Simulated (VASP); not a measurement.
# Al49N48 (a cell with a defect) in VASP: further runs, part 2 of 2

VASP 6.6.1.

## (3) Single point, PBEsol

The input, INCAR:

```
PREC = Accurate
ENCUT = 520
EDIFF = 1E-6
ISMEAR = -1
SIGMA = 0.05
LREAL = Auto
LASPH = T
NELM = 120
ALGO = Normal
ISIF = 2
LWAVE = F
LCHARG = T
GGA = PS
LELF = T
LVHAR = T
NELECT = 388.0
ISYM = -1
NBANDS = 248
GGA_COMPAT = F
```

The input, KPOINTS:

```
explicit points
1
Reciprocal
  0.25000000   0.25000000   0.25000000 1
```

The input, POSCAR:

```
Al49N48
1.0
    9.3414480000      0.0000000000      0.0000000000
    0.0000000000     10.7865750000      0.0000000000
    0.0000000000      0.0000000000      9.9670570000
Al N
49 48
Direct
    0.1666850000      0.0869720000      0.2492470000
    0.1625660000      0.0834440000      0.7497200000
    0.9986800000      0.3364890000      0.2505260000
    0.0021420000      0.3345770000      0.7462010000
    0.4993220000      0.0837150000      0.2498890000
    0.4978150000      0.0810020000      0.7452660000
    0.3328510000      0.3344560000      0.2415070000
    0.3427110000      0.3278270000      0.7406990000
    0.1651930000      0.5843080000      0.2511510000
    0.1712270000      0.5821890000      0.7468040000
    0.0009530000      0.8343940000      0.2506670000
    0.0032720000      0.8298210000      0.7496740000
    0.8335500000      0.0837570000      0.2515310000
    0.8454120000      0.0735360000      0.7506100000
    0.6691400000      0.3309530000      0.2338490000
    0.6748030000      0.2947460000      0.7607490000
    0.4963120000      0.5871610000      0.2354930000
    0.4880700000      0.6174390000      0.7802870000
    0.3313530000      0.8367780000      0.2524420000
    0.3288180000      0.8411500000      0.7482600000
    0.8354790000      0.5853250000      0.2458450000
    0.8403180000      0.5906540000      0.7570030000
    0.6666530000      0.8339480000      0.2538780000
    0.6710850000      0.8411750000      0.7508510000
    0.9973880000      0.1689690000      0.4971150000
    0.0012590000      0.1699540000      0.0006360000
    0.3349200000      0.1690510000      0.4997870000
    0.3351040000      0.1690340000      0.9950740000
    0.1664620000      0.4168070000      0.4954420000
    0.1697580000      0.4184040000      0.9954030000
    0.0008060000      0.6674160000      0.4976150000
    0.0029300000      0.6680360000      0.0006280000
    0.6642340000      0.1667530000      0.4998910000
    0.6678980000      0.1598970000      0.0006130000
    0.5067060000      0.4094360000      0.4721550000
    0.5029310000      0.4233790000      0.9874920000
    0.3331850000      0.6676770000      0.4960710000
    0.3239500000      0.6759900000      0.0068450000
    0.1653340000      0.9204030000      0.4990400000
    0.1656400000      0.9208880000      0.0007770000
    0.8182820000      0.4230780000      0.4937320000
    0.8365380000      0.4173470000      0.9955410000
    0.6616800000      0.6516130000      0.4967490000
    0.6714840000      0.6751540000      0.0048210000
    0.5006490000      0.9148890000      0.4996120000
    0.4994310000      0.9186070000      0.0005960000
    0.8327130000      0.9139440000      0.4991790000
    0.8364050000      0.9179510000      0.0028010000
    0.6207760000      0.4834020000      0.6637250000
    0.9991040000      0.1697860000      0.1909600000
    0.9996360000      0.1688640000      0.6887480000
    0.3338960000      0.1670980000      0.1856320000
    0.3262860000      0.1576430000      0.6897700000
    0.1656060000      0.4188200000      0.1862560000
    0.1718880000      0.4157960000      0.6870710000
    0.0019770000      0.6691360000      0.1885900000
    0.0040530000      0.6640210000      0.6895380000
    0.6667770000      0.1611520000      0.1863110000
    0.6787200000      0.1396740000      0.6902160000
    0.5003670000      0.4173610000      0.1812420000
    0.5167560000      0.3345860000      0.6515700000
    0.3246150000      0.6728360000      0.1916840000
    0.3278460000      0.6769620000      0.6895470000
    0.1656080000      0.9203470000      0.1908030000
    0.1622220000      0.9188770000      0.6898100000
    0.8356870000      0.4191650000      0.1837560000
    0.8229910000      0.4149510000      0.6974000000
    0.6699180000      0.6700220000      0.1917460000
    0.6737470000      0.6769000000      0.6993390000
    0.4993130000      0.9167680000      0.1912290000
    0.4995300000      0.9147040000      0.6904290000
    0.8341740000      0.9169940000      0.1925080000
    0.8413430000      0.9118950000      0.6895610000
    0.1657220000      0.0864880000      0.4390200000
    0.1657940000      0.0861620000      0.9405100000
    0.9950170000      0.3372170000      0.4419450000
    0.0032090000      0.3351270000      0.9366680000
    0.4987730000      0.0816210000      0.4400730000
    0.4999020000      0.0836370000      0.9369610000
    0.3286080000      0.3324970000      0.4296480000
    0.3369370000      0.3360030000      0.9333890000
    0.1658730000      0.5839360000      0.4409740000
    0.1678480000      0.5850680000      0.9376050000
    0.0015590000      0.8340520000      0.4403280000
    0.0016360000      0.8339270000      0.9407830000
    0.8331220000      0.0809500000      0.4406050000
    0.8385010000      0.0827790000      0.9410010000
    0.6743440000      0.3222220000      0.4174010000
    0.6700040000      0.3275260000      0.9446220000
    0.4873730000      0.5858000000      0.4212490000
    0.4965630000      0.6004690000      0.9653510000
    0.3311270000      0.8363280000      0.4418320000
    0.3312490000      0.8388290000      0.9394280000
    0.8402200000      0.5877510000      0.4323240000
    0.8348190000      0.5861550000      0.9438620000
    0.6656220000      0.8288230000      0.4434230000
    0.6686780000      0.8399420000      0.9422600000
```

Potentials or basis: VASP PAW PBE potentials, release 64 (Al, N).

On the command line:

```bash
> cat potpaw_PBE.64/Al/POTCAR potpaw_PBE.64/N/POTCAR > POTCAR
> mpirun -np 1 vasp_std > vasp.out
```

Run time: 15 min. Hardware: 1 thread of Intel Xeon 8259CL, shared host; peak memory 0.91 GiB.

Results (log left out):

| Quantity | Value |
| --- | --- |
| Free energy | -736.0843 eV |
| Largest force | 0.031 eV/Å |

Forces in eV/Å, atoms in the order of the input:
```
Al   0.000 -0.004  0.000
Al  -0.001  0.016  0.002
Al  -0.002  0.001 -0.005
Al   0.000 -0.002 -0.005
Al   0.003  0.005 -0.005
Al  -0.009  0.005 -0.002
Al   0.002  0.003 -0.015
Al  -0.001 -0.003  0.010
Al   0.002  0.004 -0.006
Al   0.002 -0.013  0.004
Al   0.003  0.003 -0.006
Al  -0.010 -0.005  0.002
Al  -0.004  0.002  0.000
Al   0.015  0.009  0.001
Al   0.004  0.002 -0.012
Al  -0.008  0.022  0.010
Al  -0.010 -0.002 -0.025
Al   0.008  0.005 -0.002
Al  -0.002 -0.002 -0.006
Al   0.013  0.003 -0.003
Al   0.009 -0.014 -0.007
Al  -0.010 -0.002 -0.012
Al   0.004  0.018 -0.012
Al  -0.009 -0.013  0.005
Al   0.005 -0.008  0.009
Al   0.002  0.014 -0.002
Al  -0.005 -0.001  0.017
Al   0.000  0.015 -0.013
Al   0.002 -0.003  0.013
Al   0.009 -0.016 -0.012
Al  -0.004 -0.003  0.003
Al   0.006  0.005  0.005
Al  -0.002  0.004  0.003
Al  -0.007  0.003  0.000
Al  -0.015  0.000 -0.009
Al  -0.009  0.004 -0.013
Al  -0.004  0.005  0.007
Al   0.008 -0.001 -0.007
Al   0.003  0.013  0.000
Al   0.004  0.010  0.006
Al   0.006 -0.015 -0.002
Al  -0.001 -0.015  0.001
Al   0.008  0.009  0.011
Al  -0.005  0.005 -0.013
Al  -0.012  0.003  0.016
Al   0.010 -0.001 -0.006
Al   0.004  0.004  0.007
Al  -0.006 -0.007  0.011
Al   0.021  0.021  0.011
N   -0.003 -0.002 -0.002
N   -0.006 -0.008  0.002
N    0.006  0.000  0.001
N   -0.006 -0.004 -0.003
N    0.002  0.000  0.005
N   -0.004 -0.002 -0.004
N   -0.001  0.000 -0.005
N   -0.003  0.011 -0.009
N   -0.007 -0.002 -0.006
N    0.000 -0.007 -0.017
N    0.002 -0.001  0.007
N   -0.012 -0.016 -0.002
N    0.003  0.002  0.007
N   -0.004  0.007 -0.021
N    0.001 -0.004 -0.001
N    0.002 -0.005 -0.007
N   -0.003  0.007 -0.002
N    0.004  0.009 -0.009
N    0.000  0.000 -0.007
N   -0.002 -0.010 -0.006
N    0.003 -0.003 -0.001
N   -0.002 -0.025  0.000
N   -0.004 -0.003  0.000
N    0.002 -0.003 -0.009
N    0.003 -0.004  0.005
N    0.002 -0.001  0.001
N   -0.004  0.007  0.004
N    0.003 -0.006  0.006
N    0.002 -0.004 -0.001
N    0.008  0.000  0.005
N    0.004 -0.001  0.006
N   -0.009 -0.010  0.003
N    0.004  0.005  0.009
N   -0.005  0.014 -0.003
N    0.000  0.002  0.010
N   -0.001 -0.009 -0.003
N   -0.002 -0.009  0.009
N   -0.004  0.003 -0.007
N    0.006  0.003  0.010
N    0.008 -0.009  0.006
N   -0.002 -0.003  0.017
N    0.007  0.005  0.025
N    0.002 -0.009  0.009
N    0.006 -0.005 -0.006
N    0.001  0.004  0.012
N   -0.013  0.015  0.004
N    0.004 -0.008  0.009
N   -0.003 -0.009  0.002
```

Levels at points of the mesh, in eV from the Fermi level:
| k point | band 192 | band 193 | band 194 | band 195 | band 196 | band 197 |
| --- | --- | --- | --- | --- | --- | --- |
| (0.25, 0.25, 0.25) | -3.81 | -1.17 | -0.72 | 0.72 | 0.89 | 1.08 |

Caveat: the cell carries a net charge on a neutralising background, which shifts energy and pressure; the cell is charged against a uniform background, so pressure and absolute levels hang on convention; the PAW data sets were made with another functional, which shifts forces and pressure a little.
